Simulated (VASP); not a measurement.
GaSb2, 3 atoms in the cell. Symmetry: P6/mmm, No. 191, hexagonal system. The conventional cell has a = 5.402 Å, b = 5.402 Å, c = 3.148 Å, α = 90.00°, β = 90.00°, γ = 120.00°. Within 4.1 Å of Ga (site symmetry 6/mmm) lie 2 Ga at 3.15 Å and 12 Sb at 3.49 Å. Sb (site symmetry -6m2) has 5 Sb at 3.12 to 3.15 Å and 6 Ga at 3.49 Å within 4.1 Å. 

| Item | Value |
| --- | --- |
| Program | VASP 6.6.1 |
| Task | single point |
| Functional | PBE |
| Potentials or basis | VASP PAW PBE potentials, release 64 (Ga_d, Sb) |
| Cutoff | 520 eV |
| k mesh | 9 × 9 × 14 |
| Occupations | gaussian, width 0.1 eV |
| Spin | no spin polarisation |
| Dipole correction | no |
| Further INCAR settings | ALGO = Normal; EDIFF = 1e-07; NBANDS = 18 |

Potentials or basis: VASP PAW PBE potentials, release 64 (Ga_d, Sb).

Launch:

```bash
$ cat potpaw_PBE.64/Ga_d/POTCAR potpaw_PBE.64/Sb/POTCAR > POTCAR
$ mpirun -np 1 vasp_std > vasp.out
```

Hardware: 1 thread of Intel(R) Xeon(R) Platinum 8488C (Sapphire Rapids), on a shared host.

Problem. Estimate the wall time of this run.

Solution. It took 86 s on 1 thread of Intel(R) Xeon(R) Platinum 8488C (Sapphire Rapids) (shared host), peak memory 0.27 GiB. Counts: scf iterations 13, k points 96.
